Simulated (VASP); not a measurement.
Runs of VASP 6.6.1 on La. The structure is that of space group P6_3/mmc (No. 194), or close to it. The cells are those of the table. 

| task | cell | cutoff (eV) | gap on the mesh (eV) | pressure (GPa) |
| --- | --- | --- | --- | --- |
| single point | a = 3.123, b = 3.123, c = 5.383 Å, angles 90.0, 90.0, 120.0°, 2 atoms | 520 | none | (a) |
| single point | a = 3.289, b = 3.289, c = 5.559 Å, angles 90.0, 90.0, 120.0°, 2 atoms | 520 | none | 10.2 |
| relaxation of cell and atoms | relaxed to 5 GPa from a = 3.750, b = 3.750, c = 6.070 Å, angles 90.0, 90.0, 120.0°, 2 atoms | 600 | none | 5.0 |
| relaxation of cell and atoms | relaxed to 20 GPa from a = 3.750, b = 3.750, c = 6.070 Å, angles 90.0, 90.0, 120.0°, 2 atoms | 600 | none | 20.0 |
| relaxation of cell and atoms | relaxed from a = 3.750, b = 3.750, c = 6.070 Å, angles 90.0, 90.0, 120.0°, 2 atoms | 600 | none | 0.0 |

Alike in all rows: level PBEsol; potentials or basis VASP PAW PBE potentials, release 64 (La); no spin polarisation; k mesh 8 × 8 × 5; smearing fermi-dirac 0.05 eV.

Q: Fill in the values left out.

A: (a) 20.3.

Caveats: the PAW data sets were made with another functional, which shifts forces and pressure a little; spin-orbit coupling is left out, which moves the levels of the heavy elements; the cell stands under pressure (at least some runs); the cell is relaxed towards a set pressure, so the run minimises the enthalpy, not the energy (at least some runs).

A k mesh can miss the band edges, and the runs leave out spin-orbit coupling on La.

A gap of «none» marks levels without a gap at the run's occupations.
